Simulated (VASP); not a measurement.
Runs of VASP 6.6.1 on SiC. The structure is cubic, space group F-43m (No. 216). Conventional cell: a = 4.356 Å, b = 4.356 Å, c = 4.356 Å, α = 90.00°, β = 90.00°, γ = 90.00°. Within 2.5 Å of Si (site symmetry -43m) lie 4 C at 1.89 Å. C (site symmetry -43m) has 4 Si at 1.89 Å within 2.5 Å. 

```csv
level,potentials or basis,k mesh,smearing,gap on the mesh (eV),pressure (GPa)
PBEsol,"VASP PAW PBE potentials, release 64 (Si, C)","8 × 8 × 8, shifted",gaussian 0.01 eV,1.58,0.3
PBEsol,"VASP PAW PBE potentials, release 64 (Si, C)",8 × 8 × 8,methfessel-paxton 0.2 eV,1.23,0.3
PBEsol,"VASP PAW PBE potentials, release 64 (Si, C)",8 × 8 × 8,gaussian 0.2 eV,1.23,0.3
PBEsol,"VASP PAW PBE potentials, release 64 (Si, C)",8 × 8 × 8,methfessel-paxton 0.185 eV,1.23,0.3
LDA,"VASP PAW LDA potentials, release 64 (Si, C)",4 × 4 × 4,gaussian 0.01 eV,(b),(a)
LDA,"VASP PAW LDA potentials, release 64 (Si, C)",8 × 8 × 8,gaussian 0.01 eV,1.30,-3.9
PBEsol,"VASP PAW PBE potentials, release 64 (Si, C)",8 × 8 × 8,gaussian 0.01 eV,1.23,0.3
PBEsol,"VASP PAW PBE potentials, release 64 (Si, C)",8 × 8 × 8,methfessel-paxton 0.05 eV,1.23,0.3
```

Alike in all rows: task single point; no spin polarisation; cell as given; cutoff (eV) 600.

Question: Fill in the values left out.

Answer: (a) -3.5; (b) 1.25.

Caveats: some runs use coarse meshes; the PAW data sets were made with another functional, which shifts forces and pressure a little (at least some runs); a shifted mesh leaves out Γ, where band edges can lie (at least some runs); the cell stands under tension (at least some runs).

A k mesh can miss the band edges.
